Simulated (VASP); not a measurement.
# Sb (P1) in VASP: single point with r2SCAN

Aim: the single point of Sb with r2SCAN.

Everything below comes from runs of VASP 6.6.1. Logs are shortened: lines on timing, memory, paths and dates and some standing lists are left out, and cuts for length are marked.

### Step 1. The cell of the first run

The typed cell holds 8 atoms: a = 7.399 Å, b = 7.129 Å, c = 4.548 Å, α = 92.80°, β = 107.65°, γ = 80.24°.

### Step 2. Single point, r2SCAN

Contents of POSCAR:

```
Sb
1.0
    6.4437000000      3.6356620000     -0.1020320000
   -1.9812600000      5.8733620000     -3.5215940000
   -2.2232320000      1.2398120000      3.7685990000
Sb
8
Direct
    0.1128120000      0.3110850000      0.0088800000
    0.1094400000      0.8272220000      0.5581990000
    0.6140500000      0.0601350000      0.7490010000
    0.6216970000      0.5657090000      0.3023090000
    0.3798590000      0.4213260000      0.7504710000
    0.4104440000      0.8828630000      0.1921740000
    0.8742020000      0.1750430000      0.4914900000
    0.8872010000      0.6481810000      0.9860550000
```

Contents of INCAR.step1:

```
SYSTEM = Sb
ALGO     = Normal         ! electronic algorithm
EDIFF    = 1E-4           ! SCF threshold, eV
ENCUT    = 520            ! plane-wave cutoff, eV
GGA      = PE             ! functional
ISMEAR   = -1             ! smearing method
LASPH    = .True.         ! aspherical terms in the spheres
LCHARG   = .False.        ! write CHGCAR
LREAL    = .False.        ! projectors in reciprocal space
LWAVE    = .True.         ! write WAVECAR
NBANDS   = 30             ! bands
NELM     = 60             ! most SCF steps
PREC     = Accurate       ! precision mode
SIGMA    = 0.1            ! smearing width, eV
```

Contents of INCAR.step2:

```
SYSTEM = Sb
ALGO     = Normal         ! electronic algorithm
EDIFF    = 1E-7           ! SCF threshold, eV
ENCUT    = 520            ! plane-wave cutoff, eV
ISIF     = 2              ! what is computed and relaxed
ISMEAR   = -1             ! smearing method
ISTART   = 1            
LASPH    = .True.         ! aspherical terms in the spheres
LCHARG   = .False.        ! write CHGCAR
LMIXTAU  = .True.       
LREAL    = .False.        ! projectors in reciprocal space
LWAVE    = .False.        ! write WAVECAR
METAGGA  = R2SCAN         ! meta-GGA
NBANDS   = 30             ! bands
NELM     = 60             ! most SCF steps
PREC     = Accurate       ! precision mode
SIGMA    = 0.1            ! smearing width, eV
```

Contents of KPOINTS:

```
Automatic mesh
0
Gamma
  3 3 4
  0.5 0.5 0
```

Potentials or basis: VASP PAW PBE potentials, release 64 (Sb).

Launch:

```
$ cat potpaw_PBE.64/Sb/POTCAR > POTCAR
$ cp INCAR.step1 INCAR
$ mpirun -np 1 vasp_std > vasp.out
$ cp INCAR.step2 INCAR
$ mpirun -np 1 vasp_std > vasp.out
```

OUTCAR:

```text
SYSTEM = Sb
   EDIFF = 1E-7
   ENCUT = 520
   ISIF = 2
   ISMEAR = -1
   ISTART = 1
   LASPH = .True.
   LREAL = .False.
   METAGGA = R2SCAN
   NELM = 60
   PREC = Accurate

 ion  position               nearest neighbor table
   1  0.113  0.311  0.009-   8 2.67   7 2.73   5 2.82   6 3.42   7 3.47   5 3.48
   2  0.109  0.827  0.558-   7 2.75   8 2.98   6 3.12   5 3.22   6 3.24   8 3.32
   3  0.614  0.060  0.749-   7 2.78   5 2.85   6 2.88   6 3.27   8 3.29   7 3.48
   4  0.622  0.566  0.302-   6 2.50   5 2.87   8 2.91   7 3.08   8 3.22   5 3.38
   5  0.380  0.421  0.750-   1 2.82   3 2.85   4 2.87   2 3.22   4 3.38   1 3.48   6 3.77
   6  0.410  0.883  0.192-   4 2.50   3 2.88   2 3.12   2 3.24   3 3.27   1 3.42   5 3.77
   7  0.874  0.175  0.491-   1 2.73   2 2.75   3 2.78   4 3.08   1 3.47   3 3.48
   8  0.887  0.648  0.986-   1 2.67   4 2.91   2 2.98   4 3.22   3 3.29   2 3.32

  LATTYP: Found a triclinic cell.
 ALAT       =     4.5477722837
 B/A-ratio  =     1.8177162698
 C/A-ratio  =     1.6270175380
 COS(alpha) =     0.0205436795
 COS(beta)  =     0.3032009687
 COS(gamma) =     0.5079854104

  Lattice vectors:

 A1 = (  -2.2232320000,   1.2398120000,   3.7685990000)
 A2 = (  -4.2044920000,   7.1131740000,   0.2470050000)
 A3 = (  -6.4437000000,  -3.6356620000,   0.1020320000)

Analysis of symmetry for initial positions (statically):
=====================================================================
 Subroutine PRICEL returns:
 Original cell was already a primitive cell.

 Routine SETGRP: Setting up the symmetry group for a
 triclinic supercell.

 Subroutine GETGRP returns: Found  1 space group operations
 (whereof  1 operations were pure point group operations)
 out of a pool of  2 trial point group operations.

The static configuration has the point symmetry C_1 .

Analysis of symmetry for dynamics (positions and initial velocities):
=====================================================================
 Subroutine PRICEL returns:
 Original cell was already a primitive cell.

 Routine SETGRP: Setting up the symmetry group for a
 triclinic supercell.

 Subroutine GETGRP returns: Found  1 space group operations
 (whereof  1 operations were pure point group operations)
 out of a pool of  2 trial point group operations.

The dynamic configuration has the point symmetry C_1 .

 Subroutine INISYM returns: Found  1 space group operations
 (whereof  1 operations are pure point group operations),
 and found     1 'primitive' translations

----------------------------------------------------------------------------------------

                                     Primitive cell

  volume of cell :     225.2900

  direct lattice vectors                    reciprocal lattice vectors
     6.443700000  3.635662000 -0.102032000     0.117628197  0.067894237  0.047056926
    -1.981260000  5.873362000 -3.521594000    -0.061378004  0.106781823 -0.071338693
    -2.223232000  1.239812000  3.768599000    -0.054170415  0.101621216  0.199961683

  length of vectors
     7.399305265  7.129053000  4.547772284     0.143737171  0.142333504  0.230750904

  position of ions in fractional coordinates (direct lattice)
     0.112812000  0.311085000  0.008880000
     0.109440000  0.827222000  0.558199000
     0.614050000  0.060135000  0.749001000
     0.621697000  0.565709000  0.302309000
     0.379859000  0.421326000  0.750471000
     0.410444000  0.882863000  0.192174000
     0.874202000  0.175043000  0.491490000
     0.887201000  0.648181000  0.986055000

  ion indices of the primitive-cell ions
   primitive index   ion index
                 1           1
                 2           2
                 3           3
                 4           4
                 5           5
                 6           6
                 7           7
                 8           8

----------------------------------------------------------------------------------------

 KPOINTS: Automatic mesh

Automatic generation of k-mesh.
 Grid dimensions read from file:
 generate k-points for:    3    3    4

 Generating k-lattice:

  Cartesian coordinates                     Fractional coordinates (reciprocal lattice)
     0.039209399  0.022631412  0.015685642     0.333333333  0.000000000  0.000000000
    -0.020459335  0.035593941 -0.023779564     0.000000000  0.333333333  0.000000000
    -0.013542604  0.025405304  0.049990421     0.000000000  0.000000000  0.250000000

  Length of vectors
     0.047912390  0.047444501  0.057687726

  Shift w.r.t. Gamma in fractional coordinates (k-lattice)
     0.500000000  0.500000000  0.000000000

 Subroutine IBZKPT returns following result:
 ===========================================

 Found     19 irreducible k-points:

 Following reciprocal coordinates:
            Coordinates               Weight
  0.166667  0.166667  0.000000      2.000000
  0.500000  0.166667  0.000000      2.000000
 -0.166667  0.166667  0.000000      2.000000
  0.166667  0.500000  0.000000      2.000000
  0.500000  0.500000  0.000000      1.000000
  0.166667  0.166667  0.250000      2.000000
[... 11 lines left out ...]
  0.166667  0.500000  0.500000      2.000000
  0.500000  0.500000  0.500000      1.000000
   k-points           NKPTS =     19   k-points in BZ     NKDIM =     19   number of bands    NBANDS=     30
   number of dos      NEDOS =    301   number of ions     NIONS =      8
   total plane-waves  NPLWV = 108864
   dimension x,y,z NGX =    56 NGY =   54 NGZ =   36
   dimension x,y,z NGXF=   112 NGYF=  108 NGZF=   72
   ions per type =               8
   NGX,Y,Z   is equivalent  to a cutoff of  12.58, 12.59, 13.16 a.u.
   NGXF,Y,Z  is equivalent  to a cutoff of  25.16, 25.19, 26.32 a.u.
 SYSTEM =  Sb
   PREC   = accura    normal or accurate (medium, high low for compatibility)
   ISTART =      1    job   : 0-new  1-cont  2-samecut
   ICHARG =      0    charge: 1-file 2-atom 10-const
   ISPIN  =      1    spin polarized calculation?
   LNONCOLLINEAR =      F non collinear calculations
   LSORBIT =      F    spin-orbit coupling
   LASPH  =      T    aspherical Exc in radial PAW
   ENCUT  =  520.0 eV  38.22 Ry    6.18 a.u.  13.76 13.26  8.46*2*pi/ulx,y,z
   NELM   =     60;   NELMIN=  2; NELMDL=  0     # of ELM steps
   EDIFF  = 0.1E-06   stopping-criterion for ELM
   LREAL  =      F    real-space projection
   EDIFFG = 0.1E-05   stopping-criterion for IOM
   NSW    =      0    number of steps for IOM
   IBRION =     -1    ionic relax: 0-MD 1-quasi-New 2-CG
   NFREE  =      0    steps in history (QN), initial steepest desc. (CG)
   ISIF   =      2    stress and relaxation
   ISYM   =      2    0-nonsym 1-usesym 2-fastsym
   POTIM  = 0.5000    time-step for ionic-motion
   TEBEG  =    0.0;   TEEND  =   0.0 temperature during run
   PSTRESS=    0.0 pullay stress
   NELECT =      40.0000    total number of electrons
   NUPDOWN=      -1.0000    fix difference up-down
   EMIN   =  10.00;   EMAX   =-10.00  energy-range for DOS
   EFERMI =   0.00;   METHOD = LEGACY
   ISMEAR =    -1;   SIGMA  =   0.10  broadening in eV -4-tet -1-fermi 0-gaus
   EFERMI_NEDOS =   21; number of points for ismear=-14 and -15
   IALGO  =     38    algorithm
   IMIX   =      4    mixing-type and parameters
     AMIX     =   0.40;   BMIX     =  1.00
     AMIX_MAG =   1.60;   BMIX_MAG =  1.00
  volume/ion in A,a.u.               =      28.16       190.04
  Fermi-wavevector in a.u.,A,eV,Ry     =   0.920126  1.738787 11.519136  0.846633
  Thomas-Fermi vector in A             =   2.045397
   LORBIT       =      0    0 simple, 1 ext, 2 COOP (PROOUT), +10 PAW based schemes
   METAGGA = R2SCAN    functional components
   LHFCALC =     F    Hartree Fock is set to
   AEXX    =    0.0000 exact exchange contribution
   IVDW    =     0    specifies the selected vdW correction
   LEPSILON=     F    determine dielectric tensor
   LRPA    =     F    only Hartree local field effects (RPA)
 non-spin polarized calculation
  energy-cutoff  :      520.00
  volume of cell :      225.29
 maximum number of plane-waves:      6094
 NGX is ok and might be reduce to    56
   NGX = 27   NGY = 27   NGZ = 17

 number of electron      39.9999999 magnetization

 Free energy of the ion-electron system (eV)
  ---------------------------------------------------
  ext. energy  EPLUGINS =         0.00000000
  ---------------------------------------------------
  free energy    TOTEN  =      -203.76301029 eV

  energy without entropy =     -203.71116922  energy(sigma->0) =     -203.73708975

 E-fermi :   7.9943     XC(G=0): -10.2953

 val. band max:        7.8623579761   @ k =   0.5000  -0.1667   0.2500
 cond. band min:       8.1032884866   @ k =  -0.1667   0.1667   0.0000
 fundamental gap:      0.2409305105
 Fermi energy:         7.9942859993

 k-point     1 :       0.1667    0.1667    0.0000
  band No.  band energies     occupation
      1      -5.8391      2.00000
      2      -4.0902      2.00000
      3      -3.3961      2.00000
      4      -2.8048      2.00000
      5      -1.9002      2.00000
      6      -1.5688      2.00000
[... 22 lines left out ...]
     29      11.5596      0.00000
     30      11.9595      0.00000

 k-point     2 :       0.5000    0.1667    0.0000
  band No.  band energies     occupation
      1      -5.3377      2.00000
      2      -4.9694      2.00000
      3      -3.6371      2.00000
      4      -2.8591      2.00000
      5      -1.5293      2.00000
      6      -0.8412      2.00000
[... 22 lines left out ...]
     29      10.5043      0.00000
     30      11.7811      0.00000

 k-point     3 :      -0.1667    0.1667    0.0000
  band No.  band energies     occupation
      1      -5.7855      2.00000
      2      -4.2451      2.00000
      3      -3.7371      2.00000
      4      -2.2145      2.00000
      5      -1.7157      2.00000
      6      -1.2358      2.00000
[... 517 lines left out ...]
     29      12.5192      0.00000
     30      13.1003      0.00000

 k-point    19 :       0.5000    0.5000    0.5000
  band No.  band energies     occupation
      1      -4.3040      2.00000
      2      -4.1409      2.00000
      3      -3.3324      2.00000
      4      -2.7215      2.00000
      5      -2.5068      2.00000
      6      -0.6777      2.00000
[... 22 lines left out ...]
     29      12.6236      0.00000
     30      12.9037      0.00000

------------------------ aborting loop because EDIFF is reached ----------------------------------------

  FORCE on cell =-STRESS in cart. coord.  units (eV):
  Direction    XX          YY          ZZ          XY          YZ          ZX
  --------------------------------------------------------------------------------------
  -------------------------------------------------------------------------------------
  Total       16.3141667     11.6333846     12.9757749     -4.9978552     -4.1713058      8.6801934
  in kB      116.0201695     82.7322214     92.2787929    -35.5428514    -29.6647460     61.7302451
  external PRESSURE =      97.0103946 kB  Pullay stress =       0.0000000 kB

 VOLUME and BASIS-vectors are now :
 -----------------------------------------------------------------------------
  energy-cutoff  :      520.00
  volume of cell :      225.29
      direct lattice vectors                 reciprocal lattice vectors
     6.443700000  3.635662000 -0.102032000     0.117628197  0.067894237  0.047056926
    -1.981260000  5.873362000 -3.521594000    -0.061378004  0.106781823 -0.071338693
    -2.223232000  1.239812000  3.768599000    -0.054170415  0.101621216  0.199961683

 POSITION                                       TOTAL-FORCE (eV/Angst)
 -----------------------------------------------------------------------------------
      0.09084      2.24827     -1.07356         0.646252      0.218875      1.848691
     -2.17475      5.94852     -0.82068         0.895620     -0.752700      0.178060
      2.17241      3.51429      2.54826        -0.512547     -0.168769      0.854367
      2.21311      5.95770     -0.91635         1.924973     -1.329461      2.120532
     -0.05553      4.78608      1.30573         0.458224     -0.191463     -0.695739
      0.46835      6.91587     -2.42674        -3.288387      1.580272     -2.115616
      4.19359      4.81575      1.14660         0.576106     -0.652883     -1.121660
      2.24041      8.25509      1.34289        -0.700240      1.296128     -1.068634
 -----------------------------------------------------------------------------------
    total drift:                                0.000011     -0.000000     -0.000008

  FREE ENERGIE OF THE ION-ELECTRON SYSTEM (eV)
  ---------------------------------------------------
  free  energy   TOTEN  =      -203.7630102870 eV

  energy  without entropy=     -203.7111692192  energy(sigma->0) =     -203.73708975
```

It took 7.7 min on 1 thread of AMD EPYC 7R13 (Zen 3), shared host; peak memory 0.35 GiB.

Results:

- Free energy: -203.7630 eV
- Pressure: 9.7 GPa
- Largest force: 4.217 eV/Å
- Band gap on the k mesh: zero (bands 20 and 21 overlap by 0.46 eV)

Forces on the atoms (eV/Å):
```
Sb   0.646  0.219  1.849
Sb   0.896 -0.753  0.178
Sb  -0.513 -0.169  0.854
Sb   1.925 -1.329  2.121
Sb   0.458 -0.191 -0.696
Sb  -3.288  1.580 -2.116
Sb   0.576 -0.653 -1.122
Sb  -0.700  1.296 -1.069
```

Caveat: the k points lie up to 0.36 Å⁻¹ apart; the PAW data sets were made with another functional, which shifts forces and pressure a little; spin-orbit coupling is left out, which moves the levels of the heavy elements.

The gap in the log of VASP goes by the Fermi energy; the results here count the filled bands.